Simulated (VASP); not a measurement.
# Ce (Im-3m) in VASP: further runs

The runs below take Ce through single point, with PBE.

All numbers are computed with VASP 6.6.1; they aren't measurements. Logs are shortened: lines on timing, memory, paths and dates and some standing lists are left out, and cuts for length are marked.

## Step 1: The cell of the first run

The structure is cubic, space group Im-3m (No. 229). Conventional cell: a = 3.842 Å, b = 3.842 Å, c = 3.842 Å, α = 90.00°, β = 90.00°, γ = 90.00°. Ce (site symmetry m-3m) has 14 Ce at 3.33 to 3.84 Å within 4.4 Å.

This isn't the form of Ce at room conditions, which is fcc.

## Step 2: Single point, PBE

File INCAR:

```
SYSTEM = Ce
ALGO     = Normal         ! electronic algorithm
EDIFF    = 1E-6           ! SCF threshold, eV
ENCUT    = 520            ! plane-wave cutoff, eV
GGA      = PE             ! functional
ISIF     = 2              ! what is computed and relaxed
ISMEAR   = -1             ! smearing method
LASPH    = .True.         ! aspherical terms in the spheres
LCHARG   = .False.        ! write CHGCAR
LREAL    = .False.        ! projectors in reciprocal space
LWAVE    = .False.        ! write WAVECAR
NBANDS   = 12             ! bands
NELM     = 80             ! most SCF steps
PREC     = Accurate       ! precision mode
SIGMA    = 0.06122561905347299 ! smearing width, eV
```

File KPOINTS:

```
k-points
0
Gamma
  40 40 40
  0 0 0
```

File POSCAR:

```
Ce
1.0
   -1.9211290740      1.9211290740      1.9211290740
    1.9211290740     -1.9211290740      1.9211290740
    1.9211290740      1.9211290740     -1.9211290740
Ce
1
Direct
    0.0000000000      0.0000000000      0.0000000000
```

Potentials or basis: VASP PAW PBE potentials, release 64 (Ce).

Command:

```bash
$ cat potpaw_PBE.64/Ce/POTCAR > POTCAR
$ mpirun -np 1 vasp_std > vasp.out
```

OUTCAR:

```text
SYSTEM = Ce
   EDIFF = 1E-6
   ENCUT = 520
   GGA = PE
   ISIF = 2
   ISMEAR = -1
   LASPH = .True.
   LREAL = .False.
   NELM = 80
   PREC = Accurate

 ion  position               nearest neighbor table
   1  0.000  0.000  0.000-

  LATTYP: Found a body centered cubic cell.
 ALAT       =     3.8422581480

  Lattice vectors:

 A1 = (  -1.9211290740,   1.9211290740,   1.9211290740)
 A2 = (   1.9211290740,  -1.9211290740,   1.9211290740)
 A3 = (   1.9211290740,   1.9211290740,  -1.9211290740)

Analysis of symmetry for initial positions (statically):
=====================================================================
 Subroutine PRICEL returns:
 Original cell was already a primitive cell.

 Routine SETGRP: Setting up the symmetry group for a
 body centered cubic supercell.

 Subroutine GETGRP returns: Found 48 space group operations
 (whereof 48 operations were pure point group operations)
 out of a pool of 48 trial point group operations.

The static configuration has the point symmetry O_h .

Analysis of symmetry for dynamics (positions and initial velocities):
=====================================================================
 Subroutine PRICEL returns:
 Original cell was already a primitive cell.

 Routine SETGRP: Setting up the symmetry group for a
 body centered cubic supercell.

 Subroutine GETGRP returns: Found 48 space group operations
 (whereof 48 operations were pure point group operations)
 out of a pool of 48 trial point group operations.

The dynamic configuration has the point symmetry O_h .

 Subroutine INISYM returns: Found 48 space group operations
 (whereof 48 operations are pure point group operations),
 and found     1 'primitive' translations

----------------------------------------------------------------------------------------

                                     Primitive cell

  volume of cell :      28.3615

  direct lattice vectors                    reciprocal lattice vectors
    -1.921129074  1.921129074  1.921129074     0.000000000  0.260263616  0.260263616
     1.921129074 -1.921129074  1.921129074     0.260263616  0.000000000  0.260263616
     1.921129074  1.921129074 -1.921129074     0.260263616  0.260263616  0.000000000

  length of vectors
     3.327493164  3.327493164  3.327493164     0.368068336  0.368068336  0.368068336

  position of ions in fractional coordinates (direct lattice)
     0.000000000  0.000000000  0.000000000

  ion indices of the primitive-cell ions
   primitive index   ion index
                 1           1

----------------------------------------------------------------------------------------

 KPOINTS: k-points

Automatic generation of k-mesh.
 Grid dimensions read from file:
 generate k-points for:   40   40   40

 Generating k-lattice:

  Cartesian coordinates                     Fractional coordinates (reciprocal lattice)
     0.000000000  0.006506590  0.006506590     0.025000000  0.000000000  0.000000000
     0.006506590  0.000000000  0.006506590     0.000000000  0.025000000  0.000000000
     0.006506590  0.006506590  0.000000000     0.000000000  0.000000000  0.025000000

  Length of vectors
     0.009201708  0.009201708  0.009201708

  Shift w.r.t. Gamma in fractional coordinates (k-lattice)
     0.000000000  0.000000000  0.000000000

 Subroutine IBZKPT returns following result:
 ===========================================

 Found   1661 irreducible k-points:

 Following reciprocal coordinates:
            Coordinates               Weight
  0.000000  0.000000  0.000000      1.000000
  0.025000  0.000000  0.000000     12.000000
  0.050000  0.000000  0.000000     12.000000
  0.075000  0.000000  0.000000     12.000000
  0.100000  0.000000  0.000000     12.000000
  0.125000  0.000000  0.000000     12.000000
[... 16 lines left out ...]
  0.050000  0.025000 -0.000000     48.000000
  0.075000  0.025000  0.000000     48.000000
 [... further k-points ...]
   k-points           NKPTS =   1661   k-points in BZ     NKDIM =   1661   number of bands    NBANDS=     12
   number of dos      NEDOS =    301   number of ions     NIONS =      1
   total plane-waves  NPLWV =  21952
   dimension x,y,z NGX =    28 NGY =   28 NGZ =   28
   dimension x,y,z NGXF=    56 NGYF=   56 NGZF=   56
   ions per type =               1
   NGX,Y,Z   is equivalent  to a cutoff of  13.99, 13.99, 13.99 a.u.
   NGXF,Y,Z  is equivalent  to a cutoff of  27.98, 27.98, 27.98 a.u.
 SYSTEM =  Ce
   PREC   = accura    normal or accurate (medium, high low for compatibility)
   ISTART =      0    job   : 0-new  1-cont  2-samecut
   ICHARG =      2    charge: 1-file 2-atom 10-const
   ISPIN  =      1    spin polarized calculation?
   LNONCOLLINEAR =      F non collinear calculations
   LSORBIT =      F    spin-orbit coupling
   LASPH  =      T    aspherical Exc in radial PAW
   ENCUT  =  520.0 eV  38.22 Ry    6.18 a.u.   6.19  6.19  6.19*2*pi/ulx,y,z
   NELM   =     80;   NELMIN=  2; NELMDL= -5     # of ELM steps
   EDIFF  = 0.1E-05   stopping-criterion for ELM
   LREAL  =      F    real-space projection
   EDIFFG = 0.1E-04   stopping-criterion for IOM
   NSW    =      0    number of steps for IOM
   IBRION =     -1    ionic relax: 0-MD 1-quasi-New 2-CG
   NFREE  =      0    steps in history (QN), initial steepest desc. (CG)
   ISIF   =      2    stress and relaxation
   ISYM   =      2    0-nonsym 1-usesym 2-fastsym
   POTIM  = 0.5000    time-step for ionic-motion
   TEBEG  =    0.0;   TEEND  =   0.0 temperature during run
   PSTRESS=    0.0 pullay stress
   NELECT =      12.0000    total number of electrons
   NUPDOWN=      -1.0000    fix difference up-down
   EMIN   =  10.00;   EMAX   =-10.00  energy-range for DOS
   EFERMI =   0.00;   METHOD = LEGACY
   ISMEAR =    -1;   SIGMA  =   0.06  broadening in eV -4-tet -1-fermi 0-gaus
   EFERMI_NEDOS =   21; number of points for ismear=-14 and -15
   IALGO  =     38    algorithm
   IMIX   =      4    mixing-type and parameters
     AMIX     =   0.40;   BMIX     =  1.00
     AMIX_MAG =   1.60;   BMIX_MAG =  1.00
  volume/ion in A,a.u.               =      28.36       191.39
  Fermi-wavevector in a.u.,A,eV,Ry     =   1.229019  2.322510 20.551443  1.510488
  Thomas-Fermi vector in A             =   2.363923
   LORBIT       =      0    0 simple, 1 ext, 2 COOP (PROOUT), +10 PAW based schemes
   GGA     = PE    functional components
   LHFCALC =     F    Hartree Fock is set to
   AEXX    =    0.0000 exact exchange contribution
   IVDW    =     0    specifies the selected vdW correction
   LEPSILON=     F    determine dielectric tensor
   LRPA    =     F    only Hartree local field effects (RPA)
 non-spin polarized calculation
  energy-cutoff  :      520.00
  volume of cell :       28.36
 maximum number of plane-waves:       784
 NGX is ok and might be reduce to    28
   NGX = 13   NGY = 13   NGZ = 13

 number of electron      12.0000000 magnetization

 Free energy of the ion-electron system (eV)
  ---------------------------------------------------
  ext. energy  EPLUGINS =         0.00000000
  ---------------------------------------------------
  free energy    TOTEN  =        -5.72020474 eV

  energy without entropy =       -5.66212095  energy(sigma->0) =       -5.69116284

 E-fermi :   8.5497     XC(G=0): -10.9552

 val. band max:        8.5495535203   @ k =  -0.3500  -0.4750   0.1250
 cond. band min:       8.5508531063   @ k =   0.2750   0.2250   0.0500
 fundamental gap:      0.0012995860
 Fermi energy:         8.5496559396

 k-point     1 :       0.0000    0.0000    0.0000
  band No.  band energies     occupation
      1     -26.0919      2.00000
      2      -7.5238      2.00000
      3      -7.5238      2.00000
      4      -7.5238      2.00000
      5       5.6175      2.00000
      6       8.6669      0.25681
      7       8.6669      0.25681
      8       8.6669      0.25681
      9       9.4579      0.00000
     10       9.4579      0.00000
     11       9.4579      0.00000
     12       9.6872      0.00000

 k-point     2 :       0.0250    0.0000    0.0000
  band No.  band energies     occupation
      1     -26.0894      2.00000
      2      -7.5414      2.00000
      3      -7.5287      2.00000
      4      -7.5241      2.00000
      5       5.6454      2.00000
      6       8.6613      0.27810
      7       8.6656      0.26163
      8       8.6673      0.25537
      9       9.4508      0.00000
     10       9.4526      0.00000
     11       9.4561      0.00000
     12       9.6680      0.00000

 k-point     3 :       0.0500    0.0000    0.0000
  band No.  band energies     occupation
      1     -26.0819      2.00000
      2      -7.5934      2.00000
      3      -7.5434      2.00000
      4      -7.5249      2.00000
      5       5.7279      2.00000
      6       8.6446      0.35002
      7       8.6616      0.27671
      8       8.6685      0.25114
      9       9.4309      0.00000
     10       9.4348      0.00000
     11       9.4509      0.00000
     12       9.6275      0.00000
[... 286 lines left out ...]
 k-point    23 :       0.0500    0.0250   -0.0000
  band No.  band energies     occupation
      1     -26.0743      2.00000
      2      -7.6453      2.00000
      3      -7.5515      2.00000
      4      -7.5310      2.00000
      5       5.8082      2.00000
      6       8.6309      0.41912
      7       8.6507      0.32228
      8       8.6739      0.23231
      9       9.4046      0.00000
     10       9.4276      0.00000
     11       9.4430      0.00000
     12       9.6009      0.00000

 k-point    24 :       0.0750    0.0250    0.0000
  band No.  band energies     occupation
      1     -26.0595      2.00000
      2      -7.7436      2.00000
      3      -7.5796      2.00000
      4      -7.5330      2.00000
      5       5.9625      2.00000
      6       8.5997      0.61284
      7       8.6413      0.36592
      8       8.6774      0.22071
      9       9.3661      0.00000
     10       9.3971      0.00000
     11       9.4336      0.00000
     12       9.5721      0.00000

 [... further k-points ...]
[... 5 lines left out ...]
  --------------------------------------------------------------------------------------
  -------------------------------------------------------------------------------------
  Total       -0.1992480     -0.1992480     -0.1992480      0.0000000     -0.0000000     -0.0000000
  in kB      -11.2557651    -11.2557651    -11.2557651      0.0000000     -0.0000000     -0.0000000
  external PRESSURE =     -11.2557651 kB  Pullay stress =       0.0000000 kB

 VOLUME and BASIS-vectors are now :
 -----------------------------------------------------------------------------
  energy-cutoff  :      520.00
  volume of cell :       28.36
      direct lattice vectors                 reciprocal lattice vectors
    -1.921129074  1.921129074  1.921129074     0.000000000  0.260263616  0.260263616
     1.921129074 -1.921129074  1.921129074     0.260263616  0.000000000  0.260263616
     1.921129074  1.921129074 -1.921129074     0.260263616  0.260263616  0.000000000

 POSITION                                       TOTAL-FORCE (eV/Angst)
 -----------------------------------------------------------------------------------
      0.00000      0.00000      0.00000        -0.000000     -0.000000     -0.000000
 -----------------------------------------------------------------------------------
    total drift:                                0.000000     -0.000000      0.000000

  FREE ENERGIE OF THE ION-ELECTRON SYSTEM (eV)
  ---------------------------------------------------
  free  energy   TOTEN  =        -5.7202047365 eV

  energy  without entropy=       -5.6621209492  energy(sigma->0) =       -5.69116284
```

It took 5 min on 1 thread of Intel Xeon 6975P-C (Granite Rapids), shared host; peak memory 0.77 GiB.

Results:

- Free energy: -5.7202 eV
- Pressure: -1.1 GPa
- Band gap on the k mesh: zero (bands 6 and 7 overlap by 0.97 eV)

Caveat: spin-orbit coupling is left out, which moves the levels of the heavy elements; semilocal functionals describe open f shells poorly, which spoils levels, moments and volumes. Spin polarisation is off, so any magnetic state and its effect on volume and gap are missing.

## Step 3: Single point, PBE

This run uses another cell than the first one, of 28.91 Å³/atom.

File INCAR:

```
SYSTEM = Ce
  PREC = Accurate
  ENCUT = 520
  EDIFF = 1E-6
  ISMEAR = -1
  SIGMA = 0.06122561905347299
  LREAL = .False.
  LASPH = .True.
  NELM = 80
  ALGO = Normal
  ISIF = 2
  LWAVE = .False.
  LCHARG = .False.
  GGA = PE
  NBANDS = 12
```

File KPOINTS:

```
regular mesh
0
Gamma
  40 40 40
  0 0 0
```

File POSCAR:

```
Ce
1.0
   -1.9333658949      1.9333658949      1.9333658949
    1.9333658949     -1.9333658949      1.9333658949
    1.9333658949      1.9333658949     -1.9333658949
Ce
1
Direct
    0.0000000000      0.0000000000      0.0000000000
```

Potentials or basis: VASP PAW PBE potentials, release 64 (Ce).

Command:

```bash
$ cat potpaw_PBE.64/Ce/POTCAR > POTCAR
$ mpirun -np 1 vasp_std > vasp.out
```

Run time: 5.2 min. Hardware: 1 thread of Intel Xeon 6975P-C (Granite Rapids), shared host; peak memory 0.78 GiB.

It converged, with:

```yaml
Free_energy: -5.7162 eV
Pressure: -1.6 GPa
Band_gap_on_the_k_mesh: zero (bands 6 and 7 overlap by 0.94 eV)
```

Levels at points of the mesh, in eV from the Fermi level:
| k point | band 3 | band 4 | band 5 | band 6 | band 7 | band 8 | band 9 | band 10 |
| --- | --- | --- | --- | --- | --- | --- | --- | --- |
| (0.00, 0.00, 0.00) | -16.14 | -16.14 | -2.98 | 0.12 | 0.12 | 0.12 | 0.88 | 0.88 |
| (0.50, 0.00, 0.00) | -16.84 | -16.19 | -2.05 | -0.30 | 0.17 | 0.36 | 0.50 | 0.72 |
| (0.50, 0.50, 0.50) | -17.64 | -17.64 | -2.41 | -2.41 | 0.27 | 0.52 | 0.52 | 0.52 |

Caveat: spin-orbit coupling is left out, which moves the levels of the heavy elements; semilocal functionals describe open f shells poorly, which spoils levels, moments and volumes. Spin polarisation is off, so any magnetic state and its effect on volume and gap are missing.
